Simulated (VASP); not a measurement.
# LiCe3 (Pm-3m) in VASP: single point with PBE

Aim: the single point of LiCe3 with PBE.

All numbers are computed with VASP 6.6.1; they aren't measurements. Logs are shortened: lines on timing, memory, paths and dates and some standing lists are left out, and cuts for length are marked.

## (1) The cell of the first run

It takes space group Pm-3m (No. 221, cubic). The conventional cell has a = 4.738 Å, b = 4.738 Å, c = 4.738 Å, α = 90.00°, β = 90.00°, γ = 90.00°. Within 4.4 Å of Ce (site symmetry 4/mmm) lie 8 Ce at 3.35 Å and 4 Li at 3.35 Å. Li (site symmetry m-3m) has 12 Ce at 3.35 Å within 4.4 Å.

## (2) Single point, PBE, collinear spin, ferromagnetic start

INCAR reads:

```
PREC = Accurate
ENCUT = 520
EDIFF = 1E-6
ISMEAR = -1
SIGMA = 0.05
LREAL = False
LASPH = True
NELM = 150
ALGO = Normal
ISIF = 2
LWAVE = False
LCHARG = False
ISPIN = 2
MAGMOM = 1 1 1 0
LORBIT = 11
LMAXMIX = 6
GGA = PE
NBANDS = 32
```

KPOINTS reads:

```
Automatic mesh
0
Gamma
  6 6 6
```

POSCAR reads:

```
LiCe3
1.0
    4.7378700000      0.0000000000      0.0000000000
    0.0000000000      4.7378700000      0.0000000000
    0.0000000000      0.0000000000      4.7378700000
Ce Li
3 1
Direct
    0.5000000000      0.0000000000      0.5000000000
    0.0000000000      0.5000000000      0.5000000000
    0.5000000000      0.5000000000      0.0000000000
    0.0000000000      0.0000000000      0.0000000000
```

Potentials or basis: VASP PAW PBE potentials, release 64 (Ce, Li_sv).

Started as:

```bash
cat potpaw_PBE.64/Ce/POTCAR potpaw_PBE.64/Li_sv/POTCAR > POTCAR
mpirun -np 1 vasp_std > vasp.out
```

OUTCAR:

```text
PREC = Accurate
   ENCUT = 520
   EDIFF = 1E-6
   ISMEAR = -1
   LREAL = False
   LASPH = True
   NELM = 150
   ISIF = 2
   ISPIN = 2
   LORBIT = 11
   GGA = PE

 ion  position               nearest neighbor table
   1  0.500  0.000  0.500-
   2  0.000  0.500  0.500-
   3  0.500  0.500  0.000-
   4  0.000  0.000  0.000-

  LATTYP: Found a simple cubic cell.
 ALAT       =     4.7378700000

  Lattice vectors:

 A1 = (   4.7378700000,   0.0000000000,   0.0000000000)
 A2 = (   0.0000000000,   4.7378700000,   0.0000000000)
 A3 = (   0.0000000000,   0.0000000000,   4.7378700000)

Analysis of symmetry for initial positions (statically):
=====================================================================
 Subroutine PRICEL returns:
 Original cell was already a primitive cell.

 Routine SETGRP: Setting up the symmetry group for a
 simple cubic supercell.

 Subroutine GETGRP returns: Found 48 space group operations
 (whereof 48 operations were pure point group operations)
 out of a pool of 48 trial point group operations.

The static configuration has the point symmetry O_h .

Analysis of symmetry for dynamics (positions and initial velocities):
=====================================================================
 Subroutine PRICEL returns:
 Original cell was already a primitive cell.

 Routine SETGRP: Setting up the symmetry group for a
 simple cubic supercell.

 Subroutine GETGRP returns: Found 48 space group operations
 (whereof 48 operations were pure point group operations)
 out of a pool of 48 trial point group operations.

The dynamic configuration has the point symmetry O_h .

Analysis of structural, dynamic, and magnetic symmetry:
=====================================================================
 Subroutine PRICEL returns:
 Original cell was already a primitive cell.

 Routine SETGRP: Setting up the symmetry group for a
 simple cubic supercell.

 Subroutine GETGRP returns: Found 48 space group operations
 (whereof 48 operations were pure point group operations)
 out of a pool of 48 trial point group operations.

The overall configuration has the point symmetry O_h .

 Subroutine INISYM returns: Found 48 space group operations
 (whereof 48 operations are pure point group operations),
 and found     1 'primitive' translations

----------------------------------------------------------------------------------------

                                     Primitive cell

  volume of cell :     106.3529

  direct lattice vectors                    reciprocal lattice vectors
     4.737870000  0.000000000  0.000000000     0.211065310  0.000000000  0.000000000
     0.000000000  4.737870000  0.000000000     0.000000000  0.211065310  0.000000000
     0.000000000  0.000000000  4.737870000     0.000000000  0.000000000  0.211065310

  length of vectors
     4.737870000  4.737870000  4.737870000     0.211065310  0.211065310  0.211065310

  position of ions in fractional coordinates (direct lattice)
     0.500000000  0.000000000  0.500000000
     0.000000000  0.500000000  0.500000000
     0.500000000  0.500000000  0.000000000
     0.000000000  0.000000000  0.000000000

  ion indices of the primitive-cell ions
   primitive index   ion index
                 1           1
                 2           2
                 3           3
                 4           4

----------------------------------------------------------------------------------------

 KPOINTS: Automatic mesh

Automatic generation of k-mesh.
 Grid dimensions read from file:
 generate k-points for:    6    6    6

 Generating k-lattice:

  Cartesian coordinates                     Fractional coordinates (reciprocal lattice)
     0.035177552  0.000000000  0.000000000     0.166666667  0.000000000  0.000000000
     0.000000000  0.035177552  0.000000000     0.000000000  0.166666667  0.000000000
     0.000000000  0.000000000  0.035177552     0.000000000  0.000000000  0.166666667

  Length of vectors
     0.035177552  0.035177552  0.035177552

  Shift w.r.t. Gamma in fractional coordinates (k-lattice)
     0.000000000  0.000000000  0.000000000

 Subroutine IBZKPT returns following result:
 ===========================================

 Found     20 irreducible k-points:

 Following reciprocal coordinates:
            Coordinates               Weight
  0.000000  0.000000  0.000000      1.000000
  0.166667  0.000000  0.000000      6.000000
  0.333333  0.000000  0.000000      6.000000
  0.500000  0.000000  0.000000      3.000000
  0.166667  0.166667  0.000000     12.000000
  0.333333  0.166667  0.000000     24.000000
[... 12 lines left out ...]
  0.500000  0.500000  0.333333      6.000000
  0.500000  0.500000  0.500000      1.000000
   k-points           NKPTS =     20   k-points in BZ     NKDIM =     20   number of bands    NBANDS=     32
   number of dos      NEDOS =    301   number of ions     NIONS =      4
   total plane-waves  NPLWV =  46656
   dimension x,y,z NGX =    36 NGY =   36 NGZ =   36
   dimension x,y,z NGXF=    72 NGYF=   72 NGZF=   72
   ions per type =               3   1
   NGX,Y,Z   is equivalent  to a cutoff of  12.63, 12.63, 12.63 a.u.
   NGXF,Y,Z  is equivalent  to a cutoff of  25.26, 25.26, 25.26 a.u.
 SYSTEM =  unknown system
   PREC   = accura    normal or accurate (medium, high low for compatibility)
   ISTART =      0    job   : 0-new  1-cont  2-samecut
   ICHARG =      2    charge: 1-file 2-atom 10-const
   ISPIN  =      2    spin polarized calculation?
   LNONCOLLINEAR =      F non collinear calculations
   LSORBIT =      F    spin-orbit coupling
   LASPH  =      T    aspherical Exc in radial PAW
   ENCUT  =  520.0 eV  38.22 Ry    6.18 a.u.   8.81  8.81  8.81*2*pi/ulx,y,z
   NELM   =    150;   NELMIN=  2; NELMDL= -5     # of ELM steps
   EDIFF  = 0.1E-05   stopping-criterion for ELM
   LREAL  =      F    real-space projection
   EDIFFG = 0.1E-04   stopping-criterion for IOM
   NSW    =      0    number of steps for IOM
   IBRION =     -1    ionic relax: 0-MD 1-quasi-New 2-CG
   NFREE  =      0    steps in history (QN), initial steepest desc. (CG)
   ISIF   =      2    stress and relaxation
   ISYM   =      2    0-nonsym 1-usesym 2-fastsym
   POTIM  = 0.5000    time-step for ionic-motion
   TEBEG  =    0.0;   TEEND  =   0.0 temperature during run
   PSTRESS=    0.0 pullay stress
   NELECT =      39.0000    total number of electrons
   NUPDOWN=      -1.0000    fix difference up-down
   EMIN   =  10.00;   EMAX   =-10.00  energy-range for DOS
   EFERMI =   0.00;   METHOD = LEGACY
   ISMEAR =    -1;   SIGMA  =   0.05  broadening in eV -4-tet -1-fermi 0-gaus
   EFERMI_NEDOS =   21; number of points for ismear=-14 and -15
   IALGO  =     38    algorithm
   IMIX   =      4    mixing-type and parameters
     AMIX     =   0.40;   BMIX     =  1.00
     AMIX_MAG =   1.60;   BMIX_MAG =  1.00
  volume/ion in A,a.u.               =      26.59       179.43
  Fermi-wavevector in a.u.,A,eV,Ry     =   1.171781  2.214346 18.681770  1.373071
  Thomas-Fermi vector in A             =   2.308220
   LORBIT       =     11    0 simple, 1 ext, 2 COOP (PROOUT), +10 PAW based schemes
   GGA     = PE    functional components
   LHFCALC =     F    Hartree Fock is set to
   AEXX    =    0.0000 exact exchange contribution
   IVDW    =     0    specifies the selected vdW correction
   LEPSILON=     F    determine dielectric tensor
   LRPA    =     F    only Hartree local field effects (RPA)
 spin polarized calculation
  energy-cutoff  :      520.00
  volume of cell :      106.35
 maximum number of plane-waves:      2897
 NGX is ok and might be reduce to    36
   NGX = 17   NGY = 17   NGZ = 17

 number of electron      38.9999993 magnetization       2.5661731

 Free energy of the ion-electron system (eV)
  ---------------------------------------------------
  ext. energy  EPLUGINS =         0.00000000
  ---------------------------------------------------
  free energy    TOTEN  =       -18.67634047 eV

  energy without entropy =      -18.56989410  energy(sigma->0) =      -18.62311728

 E-fermi :   6.8797     XC(G=0): -10.1979

 val. band max:        6.8785232440   @ k =   0.5000   0.5000   0.0000
 cond. band min:       6.8801172079   @ k =   0.3333   0.3333   0.3333
 fundamental gap:      0.0015939639
 Fermi energy:         6.8797016356

 spin component 1

 k-point     1 :       0.0000    0.0000    0.0000
  band No.  band energies     occupation
      1     -38.4844      1.00000
      2     -27.8980      1.00000
      3     -27.3881      1.00000
      4     -27.3881      1.00000
      5     -11.3683      1.00000
      6     -11.3683      1.00000
[... 23 lines left out ...]
     30       7.3309      0.00012
     31       7.4324      0.00002

 k-point     2 :       0.1667    0.0000    0.0000
  band No.  band energies     occupation
      1     -38.4843      1.00000
      2     -27.8689      1.00000
      3     -27.4193      1.00000
      4     -27.3874      1.00000
      5     -11.3060      1.00000
      6     -11.3060      1.00000
[... 23 lines left out ...]
     30       7.3366      0.00011
     31       7.4415      0.00001

 k-point     3 :       0.3333    0.0000    0.0000
  band No.  band energies     occupation
      1     -38.4843      1.00000
      2     -27.7935      1.00000
      3     -27.4993      1.00000
      4     -27.3862      1.00000
      5     -11.1519      1.00000
      6     -11.1519      1.00000
[... 567 lines left out ...]
     30       7.4384      0.00001
     31       7.4384      0.00001

 k-point    20 :       0.5000    0.5000    0.5000
  band No.  band energies     occupation
      1     -38.4843      1.00000
      2     -27.5549      1.00000
      3     -27.5549      1.00000
      4     -27.5549      1.00000
      5     -12.0297      1.00000
      6     -11.2226      1.00000
[... 23 lines left out ...]
     30       7.4582      0.00001
     31       7.4582      0.00001
 Fermi energy:         6.8797016356

 spin component 2

 k-point     1 :       0.0000    0.0000    0.0000
  band No.  band energies     occupation
      1     -38.4864      1.00000
      2     -27.5558      1.00000
      3     -27.0412      1.00000
      4     -27.0412      1.00000
      5     -11.0755      1.00000
      6     -11.0755      1.00000
[... 23 lines left out ...]
     30       7.6502      0.00000
     31       7.8740      0.00000

 k-point     2 :       0.1667    0.0000    0.0000
  band No.  band energies     occupation
      1     -38.4863      1.00000
      2     -27.5265      1.00000
      3     -27.0727      1.00000
      4     -27.0405      1.00000
      5     -11.0130      1.00000
      6     -11.0130      1.00000
[... 23 lines left out ...]
     30       7.6737      0.00000
     31       7.8605      0.00000

 k-point     3 :       0.3333    0.0000    0.0000
  band No.  band energies     occupation
      1     -38.4863      1.00000
      2     -27.4504      1.00000
      3     -27.1534      1.00000
      4     -27.0393      1.00000
      5     -10.8585      1.00000
      6     -10.8585      1.00000
[... 567 lines left out ...]
     30       7.8721      0.00000
     31       7.8916      0.00000

 k-point    20 :       0.5000    0.5000    0.5000
  band No.  band energies     occupation
      1     -38.4862      1.00000
      2     -27.2095      1.00000
      3     -27.2095      1.00000
      4     -27.2095      1.00000
      5     -11.7407      1.00000
      6     -10.9349      1.00000
[... 23 lines left out ...]
     30       7.9230      0.00000
     31       7.9230      0.00000
 [bands above 31 left out]

------------------------ aborting loop because EDIFF is reached ----------------------------------------

  FORCE on cell =-STRESS in cart. coord.  units (eV):
  Direction    XX          YY          ZZ          XY          YZ          ZX
  --------------------------------------------------------------------------------------
  -------------------------------------------------------------------------------------
  Total        0.0416217      0.0416217      0.0416217     -0.0000000     -0.0000000     -0.0000000
  in kB        0.6270189      0.6270189      0.6270189     -0.0000000     -0.0000000     -0.0000000
  external PRESSURE =       0.6270189 kB  Pullay stress =       0.0000000 kB

 VOLUME and BASIS-vectors are now :
 -----------------------------------------------------------------------------
  energy-cutoff  :      520.00
  volume of cell :      106.35
      direct lattice vectors                 reciprocal lattice vectors
     4.737870000  0.000000000  0.000000000     0.211065310  0.000000000  0.000000000
     0.000000000  4.737870000  0.000000000     0.000000000  0.211065310  0.000000000
     0.000000000  0.000000000  4.737870000     0.000000000  0.000000000  0.211065310

 POSITION                                       TOTAL-FORCE (eV/Angst)
 -----------------------------------------------------------------------------------
      2.36894      0.00000      2.36894         0.000000      0.000000      0.000000
      0.00000      2.36894      2.36894         0.000000      0.000000      0.000000
      2.36894      2.36894      0.00000         0.000000      0.000000      0.000000
      0.00000      0.00000      0.00000         0.000000      0.000000      0.000000
 -----------------------------------------------------------------------------------
    total drift:                                0.000000      0.000000      0.000000

  FREE ENERGIE OF THE ION-ELECTRON SYSTEM (eV)
  ---------------------------------------------------
  free  energy   TOTEN  =       -18.6763404675 eV

  energy  without entropy=      -18.5698940982  energy(sigma->0) =      -18.62311728

 total charge

# of ion       s       p       d       f       tot
--------------------------------------------------
    1        2.092   5.582   1.140   0.996   9.810
    2        2.092   5.582   1.140   0.996   9.810
    3        2.092   5.582   1.140   0.996   9.810
    4        2.047   0.058   0.000   0.000   2.106
--------------------------------------------------
tot          8.323  16.804   3.420   2.989  31.537

 magnetization (x)

# of ion       s       p       d       f       tot
--------------------------------------------------
    1        0.003   0.002   0.085   0.633   0.723
    2        0.003   0.002   0.085   0.633   0.723
    3        0.003   0.002   0.085   0.633   0.723
    4       -0.000  -0.000   0.000   0.000  -0.001
--------------------------------------------------
tot          0.010   0.005   0.254   1.900   2.169
```

It took 7.8 min on 1 thread of Intel Xeon 8259CL, shared host; peak memory 0.31 GiB.

Results:

```yaml
Free_energy: -18.6763 eV
Net_moment: 2.57 μB per cell
Site_moments: Ce +0.72; Li -0.00 μB
Valence_electrons_inside_the_program's_atomic_spheres: Ce 9.81; Li 2.11
```

Caveat: the cutoff is under 1.25 times the usual one of these potentials, so pressure, stress and relaxed cells hold a basis-set (Pulay) error; the magnetic or orbital state may not be the lowest; spin-orbit coupling is left out, which moves the levels of the heavy elements; semilocal functionals describe open f shells poorly, which spoils levels, moments and volumes. The state reached can hang on the start; a lower one may exist.
